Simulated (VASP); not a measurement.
# Al (Im-3m) in VASP: further runs, part 2 of 2

VASP 6.6.1.

## (4) Single point, r2SCAN

This run uses another cell than the first one, of the same volume but with other edges.

The input, POSCAR:

```
Al
1.0
   -1.5943685756      1.5943685756      1.5943685756
    1.5943685756     -1.5943685756      1.5943685756
    3.1887371512      3.1887371512      0.0000000000
Al
2
Direct
    0.0000000000      0.0000000000      0.0000000000
    0.5000000000      0.5000000000      0.5000000000
```

The input, INCAR.step1:

```
  ALGO = Normal
  EDIFF = 1E-4
  ENCUT = 520
  GGA = PE
  ISMEAR = 0
  LASPH = True
  LCHARG = False
  LREAL = False
  LWAVE = True
  NBANDS = 10
  NELM = 100
  PREC = Accurate
  SIGMA = 0.15
```

The input, INCAR.step2:

```
  ALGO = Normal
  EDIFF = 1E-7
  ENCUT = 520
  ISIF = 2
  ISMEAR = 0
  ISTART = 1
  LASPH = True
  LCHARG = False
  LMIXTAU = True
  LREAL = False
  LWAVE = False
  METAGGA = R2SCAN
  NBANDS = 10
  NELM = 100
  PREC = Accurate
  SIGMA = 0.15
```

The input, KPOINTS:

```
k-points
0
Gamma
  14 14 8
```

Potentials or basis: VASP PAW PBE potentials, release 64 (Al).

Started as:

```
cat potpaw_PBE.64/Al/POTCAR > POTCAR
cp INCAR.step1 INCAR
mpirun -np 1 vasp_std > vasp.out
cp INCAR.step2 INCAR
mpirun -np 1 vasp_std > vasp.out
```

OUTCAR:

```text
EDIFF = 1E-7
   ENCUT = 520
   ISIF = 2
   ISMEAR = 0
   ISTART = 1
   LASPH = True
   LREAL = False
   METAGGA = R2SCAN
   NELM = 100
   PREC = Accurate

 ion  position               nearest neighbor table
   1  0.000  0.000  0.000-   2 2.76   2 2.76   2 2.76   2 2.76   2 3.19   2 3.19   2 3.19   2 3.19

   2  0.500  0.500  0.500-   1 2.76   1 2.76   1 2.76   1 2.76   1 3.19   1 3.19   1 3.19   1 3.19

  LATTYP: Found a base centered orthorhombic cell.
 ALAT       =     3.1887371512
 B/A-ratio  =     1.4142135624
 C/A-ratio  =     1.4142135624

  Lattice vectors:

 A1 = (  -1.5943685756,   1.5943685756,   1.5943685756)
 A2 = (   1.5943685756,  -1.5943685756,   1.5943685756)
 A3 = (   3.1887371512,   3.1887371512,   0.0000000000)

Analysis of symmetry for initial positions (statically):
=====================================================================
 Subroutine PRICEL returns following result:

  LATTYP: Found a body centered cubic cell.
 ALAT       =     3.1887371512

  Lattice vectors:

 A1 = (  -1.5943685756,   1.5943685756,  -1.5943685756)
 A2 = (  -1.5943685756,  -1.5943685756,   1.5943685756)
[... 181 lines left out ...]

 E-fermi :   8.2650     XC(G=0): -10.9878

 val. band max:        8.2597461257   @ k =  -0.4286   0.2857   0.2500
 cond. band min:       8.2704020903   @ k =   0.2857   0.0714   0.1250
 fundamental gap:      0.0106559647
 Fermi energy:         8.2650259183

 k-point     1 :       0.0000    0.0000    0.0000
  band No.  band energies     occupation
      1      -3.7688      2.00000
      2       3.4337      2.00000
      3       4.1909      2.00000
      4      16.9388      0.00000
      5      17.1812      0.00000
      6      18.9807      0.00000
      7      20.6354      0.00000
      8      22.3625      0.00000
      9      22.3625      0.00000
     10      22.3625      0.00000
[... 287 lines left out ...]
 k-point    24 :       0.2857    0.1429    0.0000
  band No.  band energies     occupation
      1      -0.7956      2.00000
      2       6.2282      2.00000
      3       6.2285      2.00000
      4       7.4928      2.00000
      5      11.1286      0.00000
      6      13.3841      0.00000
      7      13.9229      0.00000
      8      17.8231      0.00000
      9      19.1527      0.00000
     10      23.3320      0.00000

 [... further k-points ...]
[... 5 lines left out ...]
  --------------------------------------------------------------------------------------
  -------------------------------------------------------------------------------------
  Total       -0.1150935     -0.1150935      0.0400189     -0.1514326      0.0000000      0.0000000
  in kB       -5.6872890     -5.6872890      1.9775121     -7.4829665      0.0000000      0.0000000
  external PRESSURE =      -3.1323553 kB  Pullay stress =       0.0000000 kB

 VOLUME and BASIS-vectors are now :
 -----------------------------------------------------------------------------
  energy-cutoff  :      520.00
  volume of cell :       32.42
      direct lattice vectors                 reciprocal lattice vectors
    -1.594368576  1.594368576  1.594368576    -0.156801886  0.156801886  0.313603772
     1.594368576 -1.594368576  1.594368576     0.156801886 -0.156801886  0.313603772
     3.188737151  3.188737151  0.000000000     0.156801886  0.156801886  0.000000000

 POSITION                                       TOTAL-FORCE (eV/Angst)
 -----------------------------------------------------------------------------------
      0.00000      0.00000      0.00000        -0.000000     -0.000000     -0.000000
      1.59437      1.59437      1.59437         0.000000      0.000000      0.000000
 -----------------------------------------------------------------------------------
    total drift:                               -0.000000      0.000000      0.000000

  FREE ENERGIE OF THE ION-ELECTRON SYSTEM (eV)
  ---------------------------------------------------
  free  energy   TOTEN  =       -13.2524439508 eV

  energy  without entropy=      -13.2424127007  energy(sigma->0) =      -13.24742833
```

OUTCAR.step1:

```text
EDIFF = 1E-4
   ENCUT = 520
   GGA = PE
   ISMEAR = 0
   LASPH = True
[... 554 lines left out ...]
 -----------------------------------------------------------------------------------
      0.00000      0.00000      0.00000        -0.000000     -0.000000     -0.000000
      1.59437      1.59437      1.59437         0.000000      0.000000      0.000000
 -----------------------------------------------------------------------------------
    total drift:                               -0.000000      0.000000      0.000000

  FREE ENERGIE OF THE ION-ELECTRON SYSTEM (eV)
  ---------------------------------------------------
  free  energy   TOTEN  =        -7.2913159093 eV

  energy  without entropy=       -7.2808086521  energy(sigma->0) =       -7.28606228
```

Run time: 4.6 min. Hardware: 1 thread of AMD EPYC 7R43 (Zen 3), shared host; peak memory 0.18 GiB.

The run converged, but its numbers aren't listed here, since they failed a check.

Caveat: the PAW data sets were made with another functional, which shifts forces and pressure a little.

## (5) Relaxation of cell and atoms, r2SCAN

This run uses another cell than the first one: it holds 1 atom, not 2.

The input, POSCAR:

```
Al
1.0
   -1.5912186900      1.5912186900      1.5912186900
    1.5912186900     -1.5912186900      1.5912186900
    1.5912186900      1.5912186900     -1.5912186900
Al
1
Direct
    0.0000000000      0.0000000000      0.0000000000
```

The input, INCAR.step1:

```
ALGO = Normal
EDIFF = 1E-4
ENCUT = 600
GGA = PE
ISMEAR = 0
LASPH = True
LCHARG = False
LREAL = False
LWAVE = True
NELM = 80
PREC = Accurate
SIGMA = 0.1
```

The input, INCAR.step2:

```
ALGO = Normal
EDIFF = 1E-7
EDIFFG = -0.005
ENCUT = 600
IBRION = 2
ISIF = 3
ISMEAR = 0
ISTART = 1
LASPH = True
LCHARG = False
LMIXTAU = True
LREAL = False
LWAVE = False
METAGGA = R2SCAN
NELM = 80
NSW = 100
PREC = Accurate
SIGMA = 0.1
```

The input, KPOINTS:

```
k-points
0
Gamma
  18 18 18
```

Potentials or basis: VASP PAW PBE potentials, release 64 (Al).

Started as:

```
cat potpaw_PBE.64/Al/POTCAR > POTCAR
cp INCAR.step1 INCAR
mpirun -np 1 vasp_std > vasp.out
cp INCAR.step2 INCAR
mpirun -np 1 vasp_std > vasp.out
```

OUTCAR:

```text
EDIFF = 1E-7
   EDIFFG = -0.005
   ENCUT = 600
   IBRION = 2
   ISIF = 3
   ISMEAR = 0
   ISTART = 1
   LASPH = True
   LREAL = False
   METAGGA = R2SCAN
   NELM = 80
   NSW = 100
   PREC = Accurate

 ion  position               nearest neighbor table
   1  0.000  0.000  0.000-

  LATTYP: Found a body centered cubic cell.
 ALAT       =     3.1824373800

  Lattice vectors:

 A1 = (  -1.5912186900,   1.5912186900,   1.5912186900)
 A2 = (   1.5912186900,  -1.5912186900,   1.5912186900)
 A3 = (   1.5912186900,   1.5912186900,  -1.5912186900)

Analysis of symmetry for initial positions (statically):
=====================================================================
 Subroutine PRICEL returns:
 Original cell was already a primitive cell.

 Routine SETGRP: Setting up the symmetry group for a
 body centered cubic supercell.

 Subroutine GETGRP returns: Found 48 space group operations
 (whereof 48 operations were pure point group operations)
 out of a pool of 48 trial point group operations.

The static configuration has the point symmetry O_h .

[... 199 lines left out ...]
  ext. energy  EPLUGINS =         0.00000000
  ---------------------------------------------------
  free energy    TOTEN  =        -6.62609423 eV

  energy without entropy =       -6.62375801  energy(sigma->0) =       -6.62492612

 E-fermi :   8.2862     XC(G=0): -11.0012

 val. band max:        8.2793416699   @ k =  -0.3333   0.5000   0.1667
 cond. band min:       8.3260527406   @ k =  -0.3333  -0.4444   0.1111
 fundamental gap:      0.0467110707
 Fermi energy:         8.2862023148

 k-point     1 :       0.0000    0.0000    0.0000
  band No.  band energies     occupation
      1      -3.7561      2.00000
      2      22.4240      0.00000
      3      22.4240      0.00000
      4      22.4240      0.00000
      5      24.5055      0.00000
[... 177 lines left out ...]
 k-point    24 :       0.3889    0.1111    0.0000
  band No.  band energies     occupation
      1       2.5073      2.00000
      2       5.8855      2.00000
      3      13.8018      0.00000
      4      16.9925      0.00000
      5      20.6417      0.00000

 [... further k-points ...]
[... 5 lines left out ...]
  --------------------------------------------------------------------------------------
  -------------------------------------------------------------------------------------
  Total       -0.0030195     -0.0030195     -0.0030195     -0.0000000      0.0000000     -0.0000000
  in kB       -0.2995039     -0.2995039     -0.2995039     -0.0000000      0.0000000     -0.0000000
  external PRESSURE =      -0.2995039 kB  Pullay stress =       0.0000000 kB

 VOLUME and BASIS-vectors are now :
 -----------------------------------------------------------------------------
  energy-cutoff  :      600.00
  volume of cell :       16.15
      direct lattice vectors                 reciprocal lattice vectors
    -1.592427003  1.592427003  1.592427003     0.000000000  0.313986135  0.313986135
     1.592427003 -1.592427003  1.592427003     0.313986135  0.000000000  0.313986135
     1.592427003  1.592427003 -1.592427003     0.313986135  0.313986135  0.000000000

 POSITION                                       TOTAL-FORCE (eV/Angst)
 -----------------------------------------------------------------------------------
      1.59243     -1.59243      1.59243        -0.000000      0.000000      0.000000
 -----------------------------------------------------------------------------------
    total drift:                               -0.000000      0.000000     -0.000000

  FREE ENERGIE OF THE ION-ELECTRON SYSTEM (eV)
  ---------------------------------------------------
  free  energy   TOTEN  =        -6.6260942255 eV

  energy  without entropy=       -6.6237580087  energy(sigma->0) =       -6.62492612

 reached required accuracy - stopping structural energy minimisation
```

OUTCAR.step1:

```text
EDIFF = 1E-4
   ENCUT = 600
   GGA = PE
   ISMEAR = 0
   LASPH = True
   LREAL = False
[... 407 lines left out ...]

 POSITION                                       TOTAL-FORCE (eV/Angst)
 -----------------------------------------------------------------------------------
      0.00000      0.00000      0.00000         0.000000      0.000000     -0.000000
 -----------------------------------------------------------------------------------
    total drift:                                0.000000      0.000000      0.000000

  FREE ENERGIE OF THE ION-ELECTRON SYSTEM (eV)
  ---------------------------------------------------
  free  energy   TOTEN  =        -3.6434949190 eV

  energy  without entropy=       -3.6415423614  energy(sigma->0) =       -3.64251864
```

Wall time 1.8 min (1 thread of AMD EPYC 7R43 (Zen 3), shared host); peak memory 0.12 GiB.

What came out:

- Free energy: -6.6261 eV
- Relaxed volume: 16.15 Å³/atom
- Relaxed cell: a = 2.758 Å, b = 2.758 Å, c = 2.758 Å, α = 109.47°, β = 109.47°, γ = 109.47°
- Space group after relaxing (to 0.05 Å): Im-3m (No. 229)
- Energy gained by relaxing: 0.0 meV/atom
- Ionic steps: 2
- Pressure after relaxing: 0.0 GPa

Final structure:
```xyz
1
Lattice="-1.5924 1.5924 1.5924 1.5924 -1.5924 1.5924 1.5924 1.5924 -1.5924" Properties=species:S:1:pos:R:3 pbc="T T T"
Al    1.5924   -1.5924    1.5924
```

Caveat: the PAW data sets were made with another functional, which shifts forces and pressure a little.

## (6) The runs side by side

| task | cell | k mesh | cutoff (eV) | smearing | gap on the mesh (eV) | pressure (GPa) |
| --- | --- | --- | --- | --- | --- | --- |
| single point | a = 3.189 Å, 2 atoms | 10 × 10 × 10 | 520 | gaussian 0.15 eV | none | -0.2 |
| single point | a = 2.762 Å, angles 109.5°, 1 atom | 18 × 18 × 18 | 520 | gaussian 0.1 eV | none | -0.3 |
| relaxation of cell and atoms | relaxed from a = 2.756 Å, angles 109.5°, 1 atom | 18 × 18 × 18 | 600 | gaussian 0.1 eV | none | 0.0 |

Alike in all rows: level r2SCAN; potentials or basis VASP PAW PBE potentials, release 64 (Al); no spin polarisation.

Caveats: the PAW data sets were made with another functional, which shifts forces and pressure a little.

Total energies depend on the potentials used, so only differences within one code and one set of settings carry meaning.
